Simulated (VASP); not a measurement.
Wanted: the native input for a VASP 6.6.1 run.

```yaml
Task: relaxation of cell and atoms
Functional: LDA
Potentials_or_basis: VASP PAW LDA potentials, release 64 (Mg_sv, O)
Cutoff: 840 eV
k_mesh: 10 × 10 × 10
Occupations: gaussian, width 0.01 eV
Spin: no spin polarisation
Target_pressure: -2 GPa
Dipole_correction: no
Further_INCAR_settings: ALGO = Normal; EDIFF = 1e-07; IBRION = 2; EDIFFG = -0.002; NSW = 100; ISIF = 3
```

The structure of MgO lies in POSCAR:

```
MgO
1.0
    2.0795922154      2.0795922154      0.0000000000
   -2.0795922154      2.0795922154      0.0000000000
    0.0000000000      2.0795922154      2.0795922154
Mg O
1 1
Direct
    0.0000000000      0.0000000000      0.0000000000
    0.5000000000      0.5000000000      0.0000000000
```

These files were run (other wordings do the same):

INCAR

```
PREC = Accurate
ENCUT = 840
EDIFF = 1E-7
ISMEAR = 0
SIGMA = 0.01
LREAL = False
LASPH = True
NELM = 120
ALGO = Normal
ISIF = 3
LWAVE = False
LCHARG = False
IBRION = 2
NSW = 100
EDIFFG = -0.002
PSTRESS = -20.0
GGA_COMPAT = False
NELMIN = 4
```

KPOINTS

```
regular mesh
0
Gamma
  10 10 10
```

Potentials or basis: VASP PAW LDA potentials, release 64 (Mg_sv, O).

Command:

```console
$ cat potpaw_LDA.64/Mg_sv/POTCAR potpaw_LDA.64/O/POTCAR > POTCAR
$ mpirun -np 1 vasp_std > vasp.out
```

Results of the run:

```
Relaxed volume                                             : 9.13 Å³/atom
Relaxed cell                                               : a = 2.956 Å, b = 2.956 Å, c = 2.956 Å, α = 60.00°, β = 60.00°, γ = 90.00°
Space group after relaxing (to 0.1 Å)                      : Fm-3m (No. 225)
Energy change on relaxing (the run minimises the enthalpy) : +0.6 meV/atom
Ionic steps                                                : 3
Pressure after relaxing                                    : -2.0 GPa
Band gap on the k mesh                                     : 4.89 eV
```

Caveat: the cell is relaxed towards a set pressure, so the run minimises the enthalpy, not the energy.

Wall time 42 s on 1 thread of Intel(R) Xeon(R) Platinum 8259CL CPU @ 2.50GHz (Skylake/Cascade Lake), on a shared host, peak memory 0.15 GiB.
